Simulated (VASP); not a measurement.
# MgAu3 (I4/mmm) in VASP: a series of runs

The runs below take MgAu3 through single point, with LDA.

Everything below comes from runs of VASP 6.6.1. Logs are shortened: lines on timing, memory, paths and dates and some standing lists are left out, and cuts for length are marked.

### Step 1. The cell of the first run

The structure is tetragonal, space group I4/mmm (No. 139). The conventional cell has a = 4.082 Å, b = 4.082 Å, c = 8.320 Å, α = 90.00°, β = 90.00°, γ = 90.00°. Mg (site symmetry 4/mmm) has 12 Au at 2.89 to 2.91 Å within 3.8 Å. Within 3.8 Å of Au (site symmetry 4/mmm) lie 4 Mg at 2.89 Å and 8 Au at 2.91 Å. Au (site symmetry -4m2) has 8 Au at 2.89 to 2.91 Å and 4 Mg at 2.91 Å within 3.8 Å.

### Step 2. Single point, LDA

INCAR

```
SYSTEM = MgAu3
PREC = Accurate ; ENCUT = 600
EDIFF = 1E-6 ; ISMEAR = -1
SIGMA = 0.15 ; LREAL = .FALSE.
LASPH = .TRUE. ; NELM = 120
ALGO = Normal ; ISIF = 2
LWAVE = .FALSE. ; LCHARG = .FALSE.
GGA = CA ; NBANDS = 26
GGA_COMPAT = .FALSE.
```

KPOINTS

```
Automatic mesh
0
G
  3 3 3
  0 0 0
```

POSCAR

```
MgAu3
1.0
   -2.0410379400      2.0410379400      4.1600965500
    2.0410379400     -2.0410379400      4.1600965500
    2.0410379400      2.0410379400     -4.1600965500
Mg Au
1 3
Direct
    0.0000000000      0.0000000000      0.0000000000
    0.5000000000      0.5000000000      0.0000000000
    0.7500000000      0.2500000000      0.5000000000
    0.2500000000      0.7500000000      0.5000000000
```

Potentials or basis: VASP PAW LDA potentials, release 64 (Mg, Au).

Started as:

```
$ cat potpaw_LDA.64/Mg/POTCAR potpaw_LDA.64/Au/POTCAR > POTCAR
$ mpirun -np 1 vasp_std > vasp.out
```

OUTCAR:

```text
SYSTEM = MgAu3
   PREC = Accurate
   ENCUT = 600
   EDIFF = 1E-6
   ISMEAR = -1
   LREAL = .FALSE.
   LASPH = .TRUE.
   NELM = 120
   ISIF = 2
   GGA = CA

 ion  position               nearest neighbor table
   1  0.000  0.000  0.000-   2 2.89   2 2.89   2 2.89   2 2.89   4 2.91   3 2.91   4 2.91   4 2.91
                             3 2.91   3 2.91   4 2.91   3 2.91
   2  0.500  0.500  0.000-   1 2.89   1 2.89   1 2.89   1 2.89   4 2.91   3 2.91   4 2.91   3 2.91
                             4 2.91   4 2.91   3 2.91   3 2.91
   3  0.750  0.250  0.500-   4 2.89   4 2.89   4 2.89   4 2.89   2 2.91   1 2.91   2 2.91   1 2.91
                             2 2.91   2 2.91   1 2.91   1 2.91
   4  0.250  0.750  0.500-   3 2.89   3 2.89   3 2.89   3 2.89   2 2.91   1 2.91   2 2.91   2 2.91
                             1 2.91   1 2.91   2 2.91   1 2.91

  LATTYP: Found a body centered tetragonal cell.
 ALAT       =     4.0820758800
 C/A-ratio  =     2.0382259773

  Lattice vectors:

 A1 = (  -2.0410379400,   2.0410379400,   4.1600965500)
 A2 = (   2.0410379400,  -2.0410379400,   4.1600965500)
 A3 = (   2.0410379400,   2.0410379400,  -4.1600965500)

Analysis of symmetry for initial positions (statically):
=====================================================================
 Subroutine PRICEL returns:
 Original cell was already a primitive cell.

 Routine SETGRP: Setting up the symmetry group for a
 body centered tetragonal supercell.

 Subroutine GETGRP returns: Found 16 space group operations
 (whereof 16 operations were pure point group operations)
 out of a pool of 16 trial point group operations.

The static configuration has the point symmetry D_4h.

Analysis of symmetry for dynamics (positions and initial velocities):
=====================================================================
 Subroutine PRICEL returns:
 Original cell was already a primitive cell.

 Routine SETGRP: Setting up the symmetry group for a
 body centered tetragonal supercell.

 Subroutine GETGRP returns: Found 16 space group operations
 (whereof 16 operations were pure point group operations)
 out of a pool of 16 trial point group operations.

The dynamic configuration has the point symmetry D_4h.

 Subroutine INISYM returns: Found 16 space group operations
 (whereof 16 operations are pure point group operations),
 and found     1 'primitive' translations

----------------------------------------------------------------------------------------

                                     Primitive cell

  volume of cell :      69.3211

  direct lattice vectors                    reciprocal lattice vectors
    -2.041037940  2.041037940  4.160096550     0.000000000  0.244973398  0.120189518
     2.041037940 -2.041037940  4.160096550     0.244973398  0.000000000  0.120189518
     2.041037940  2.041037940 -4.160096550     0.244973398  0.244973398  0.000000000

  length of vectors
     5.063405480  5.063405480  5.063405480     0.272868991  0.272868991  0.346444702

  position of ions in fractional coordinates (direct lattice)
     0.000000000  0.000000000  0.000000000
     0.500000000  0.500000000  0.000000000
     0.750000000  0.250000000  0.500000000
     0.250000000  0.750000000  0.500000000

  ion indices of the primitive-cell ions
   primitive index   ion index
                 1           1
                 2           2
                 3           3
                 4           4

----------------------------------------------------------------------------------------

 KPOINTS: Automatic mesh

Automatic generation of k-mesh.
 Grid dimensions read from file:
 generate k-points for:    3    3    3

 Generating k-lattice:

  Cartesian coordinates                     Fractional coordinates (reciprocal lattice)
     0.000000000  0.081657799  0.040063173     0.333333333  0.000000000  0.000000000
     0.081657799  0.000000000  0.040063173     0.000000000  0.333333333  0.000000000
     0.081657799  0.081657799  0.000000000     0.000000000  0.000000000  0.333333333

  Length of vectors
     0.090956330  0.090956330  0.115481567

  Shift w.r.t. Gamma in fractional coordinates (k-lattice)
     0.000000000  0.000000000  0.000000000

 Subroutine IBZKPT returns following result:
 ===========================================

 Found      6 irreducible k-points:

 Following reciprocal coordinates:
            Coordinates               Weight
  0.000000  0.000000  0.000000      1.000000
  0.333333  0.000000  0.000000      8.000000
  0.333333  0.333333  0.000000      8.000000
 -0.333333  0.333333  0.000000      4.000000
 -0.333333  0.333333  0.333333      4.000000
 -0.333333 -0.333333  0.333333      2.000000
   k-points           NKPTS =      6   k-points in BZ     NKDIM =      6   number of bands    NBANDS=     26
   number of dos      NEDOS =    301   number of ions     NIONS =      4
   total plane-waves  NPLWV =  64000
   dimension x,y,z NGX =    40 NGY =   40 NGZ =   40
   dimension x,y,z NGXF=    80 NGYF=   80 NGZF=   80
   ions per type =               1   3
   NGX,Y,Z   is equivalent  to a cutoff of  13.13, 13.13, 13.13 a.u.
   NGXF,Y,Z  is equivalent  to a cutoff of  26.27, 26.27, 26.27 a.u.
 SYSTEM =  MgAu3
   PREC   = accura    normal or accurate (medium, high low for compatibility)
   ISTART =      0    job   : 0-new  1-cont  2-samecut
   ICHARG =      2    charge: 1-file 2-atom 10-const
   ISPIN  =      1    spin polarized calculation?
   LNONCOLLINEAR =      F non collinear calculations
   LSORBIT =      F    spin-orbit coupling
   LASPH  =      T    aspherical Exc in radial PAW
   ENCUT  =  600.0 eV  44.10 Ry    6.64 a.u.  10.11 10.11 10.11*2*pi/ulx,y,z
   NELM   =    120;   NELMIN=  2; NELMDL= -5     # of ELM steps
   EDIFF  = 0.1E-05   stopping-criterion for ELM
   LREAL  =      F    real-space projection
   EDIFFG = 0.1E-04   stopping-criterion for IOM
   NSW    =      0    number of steps for IOM
   IBRION =     -1    ionic relax: 0-MD 1-quasi-New 2-CG
   NFREE  =      0    steps in history (QN), initial steepest desc. (CG)
   ISIF   =      2    stress and relaxation
   ISYM   =      2    0-nonsym 1-usesym 2-fastsym
   POTIM  = 0.5000    time-step for ionic-motion
   TEBEG  =    0.0;   TEEND  =   0.0 temperature during run
   PSTRESS=    0.0 pullay stress
   NELECT =      35.0000    total number of electrons
   NUPDOWN=      -1.0000    fix difference up-down
   EMIN   =  10.00;   EMAX   =-10.00  energy-range for DOS
   EFERMI =   0.00;   METHOD = LEGACY
   ISMEAR =    -1;   SIGMA  =   0.15  broadening in eV -4-tet -1-fermi 0-gaus
   EFERMI_NEDOS =   21; number of points for ismear=-14 and -15
   IALGO  =     38    algorithm
   IMIX   =      4    mixing-type and parameters
     AMIX     =   0.40;   BMIX     =  1.00
     AMIX_MAG =   1.60;   BMIX_MAG =  1.00
  volume/ion in A,a.u.               =      17.33       116.95
  Fermi-wavevector in a.u.,A,eV,Ry     =   1.303594  2.463435 23.121157  1.699357
  Thomas-Fermi vector in A             =   2.434586
   LORBIT       =      0    0 simple, 1 ext, 2 COOP (PROOUT), +10 PAW based schemes
   GGA     = CA    functional components
   LHFCALC =     F    Hartree Fock is set to
   AEXX    =    0.0000 exact exchange contribution
   IVDW    =     0    specifies the selected vdW correction
   LEPSILON=     F    determine dielectric tensor
   LRPA    =     F    only Hartree local field effects (RPA)
 non-spin polarized calculation
  energy-cutoff  :      600.00
  volume of cell :       69.32
 maximum number of plane-waves:      2324
   NGX = 21   NGY = 21   NGZ = 21

 number of electron      35.0000004 magnetization

 Free energy of the ion-electron system (eV)
  ---------------------------------------------------
  ext. energy  EPLUGINS =         0.00000000
  ---------------------------------------------------
  free energy    TOTEN  =       -16.80730561 eV

  energy without entropy =      -16.67151241  energy(sigma->0) =      -16.73940901

 E-fermi :   7.8830     XC(G=0): -12.0654

 val. band max:        7.7446396336   @ k =   0.3333   0.3333   0.0000
 cond. band min:       8.0664387789   @ k =  -0.3333   0.3333   0.0000
 fundamental gap:      0.3217991453
 Fermi energy:         7.8830330616

 k-point     1 :       0.0000    0.0000    0.0000
  band No.  band energies     occupation
      1      -1.6302      2.00000
      2       1.3381      2.00000
      3       1.6222      2.00000
      4       1.7735      2.00000
      5       2.5284      2.00000
      6       2.5284      2.00000
[... 18 lines left out ...]
     25      14.0107      0.00000
     26      16.7689      0.00000

 k-point     2 :       0.3333    0.0000    0.0000
  band No.  band energies     occupation
      1      -0.2429      2.00000
      2       1.8197      2.00000
      3       2.0819      2.00000
      4       2.1390      2.00000
      5       2.2170      2.00000
      6       2.2769      2.00000
[... 18 lines left out ...]
     25      16.1075      0.00000
     26      16.4735      0.00000

 k-point     3 :       0.3333    0.3333    0.0000
  band No.  band energies     occupation
      1       0.7911      2.00000
      2       1.5413      2.00000
      3       1.7271      2.00000
      4       1.8929      2.00000
      5       2.6259      2.00000
      6       2.6605      2.00000
[... 18 lines left out ...]
     25      18.4522      0.00000
     26      19.4426      0.00000

 k-point     4 :      -0.3333    0.3333    0.0000
  band No.  band energies     occupation
      1       0.4420      2.00000
      2       1.3543      2.00000
      3       1.6991      2.00000
      4       2.1703      2.00000
      5       2.5568      2.00000
      6       2.6143      2.00000
[... 18 lines left out ...]
     25      19.0948      0.00000
     26      19.2265      0.00000

 k-point     5 :      -0.3333    0.3333    0.3333
  band No.  band energies     occupation
      1       1.1620      2.00000
      2       1.2636      2.00000
      3       1.7249      2.00000
      4       1.8724      2.00000
      5       1.8898      2.00000
      6       2.2420      2.00000
[... 18 lines left out ...]
     25      17.3879      0.00000
     26      17.7923      0.00000

 k-point     6 :      -0.3333   -0.3333    0.3333
  band No.  band energies     occupation
      1      -0.5445      2.00000
      2       1.1356      2.00000
      3       1.6118      2.00000
      4       1.7703      2.00000
      5       1.7703      2.00000
      6       1.8290      2.00000
[... 18 lines left out ...]
     25      16.6478      0.00000
     26      18.3107      0.00000

------------------------ aborting loop because EDIFF is reached ----------------------------------------

  FORCE on cell =-STRESS in cart. coord.  units (eV):
  Direction    XX          YY          ZZ          XY          YZ          ZX
  --------------------------------------------------------------------------------------
  -------------------------------------------------------------------------------------
  Total       -1.4486924     -1.4486924     -4.2127310      0.0000000      0.0000000     -0.0000000
  in kB      -33.4827569    -33.4827569    -97.3663198      0.0000000      0.0000000     -0.0000000
  external PRESSURE =     -54.7772779 kB  Pullay stress =       0.0000000 kB

 VOLUME and BASIS-vectors are now :
 -----------------------------------------------------------------------------
  energy-cutoff  :      600.00
  volume of cell :       69.32
      direct lattice vectors                 reciprocal lattice vectors
    -2.041037940  2.041037940  4.160096550     0.000000000  0.244973398  0.120189518
     2.041037940 -2.041037940  4.160096550     0.244973398  0.000000000  0.120189518
     2.041037940  2.041037940 -4.160096550     0.244973398  0.244973398  0.000000000

 POSITION                                       TOTAL-FORCE (eV/Angst)
 -----------------------------------------------------------------------------------
      0.00000      0.00000      0.00000        -0.000000     -0.000000      0.000000
      0.00000      0.00000      4.16010        -0.000000     -0.000000      0.000000
      0.00000      2.04104      2.08005         0.000000     -0.000000     -0.000000
      2.04104      0.00000      2.08005        -0.000000      0.000000      0.000000
 -----------------------------------------------------------------------------------
    total drift:                                0.000000     -0.000000      0.000000

  FREE ENERGIE OF THE ION-ELECTRON SYSTEM (eV)
  ---------------------------------------------------
  free  energy   TOTEN  =       -16.8073056102 eV

  energy  without entropy=      -16.6715124099  energy(sigma->0) =      -16.73940901
```

Wall time 13 s (1 thread of AMD EPYC 9R45 (Zen 5), shared host); peak memory 0.16 GiB.

What came out:

```
Free energy            : -16.8073 eV
Pressure               : -5.5 GPa
Band gap on the k mesh : zero (an odd number of electrons rules out a gap without spin polarisation)
```

Stress tensor (GPa, compression positive):
```
-3.35  0.00  0.00
 0.00 -3.35  0.00
 0.00  0.00 -9.74
```

Caveat: the k points lie up to 0.57 Å⁻¹ apart, too coarse for converged energies and pressures of a metal; spin-orbit coupling is left out, which moves the levels of the heavy elements.

(Part 1 of 2 ends here.)
